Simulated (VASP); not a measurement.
A run of VASP 6.6.1:

The input INCAR:

```
PREC = Accurate
ENCUT = 500
EDIFF = 1E-6
ISMEAR = 0
SIGMA = 0.01
LREAL = False
LASPH = True
NELM = 120
ALGO = Normal
ISIF = 2
LWAVE = False
LCHARG = False
GGA = CA
NBANDS = 17
GGA_COMPAT = False
```

Contents of KPOINTS:

```
regular mesh
0
Gamma
  8 8 8
```

Contents of POSCAR:

```
SnSe
1.0
    0.0000000000      2.9462619149      2.9462619149
    2.9462619149      0.0000000000      2.9462619149
    2.9462619149      2.9462619149      0.0000000000
Sn Se
1 1
Direct
    0.0000000000      0.0000000000      0.0000000000
    0.5000000000      0.5000000000      0.5000000000
```

Potentials or basis: VASP PAW LDA potentials, release 64 (Sn_d, Se).

Launch:

```sh
$ cat potpaw_LDA.64/Sn_d/POTCAR potpaw_LDA.64/Se/POTCAR > POTCAR
$ mpirun -np 1 vasp_std > vasp.out
```

Hardware: 1 thread of Intel(R) Xeon(R) Platinum 8375C CPU @ 2.90GHz (Ice Lake), with other jobs on the host.

Problem. Estimate the wall time of this run.

Solution. It took 32 s on 1 thread of Intel(R) Xeon(R) Platinum 8375C CPU @ 2.90GHz (Ice Lake), on a shared host, peak memory 0.16 GiB. Counts: scf iterations 11, k points 29.
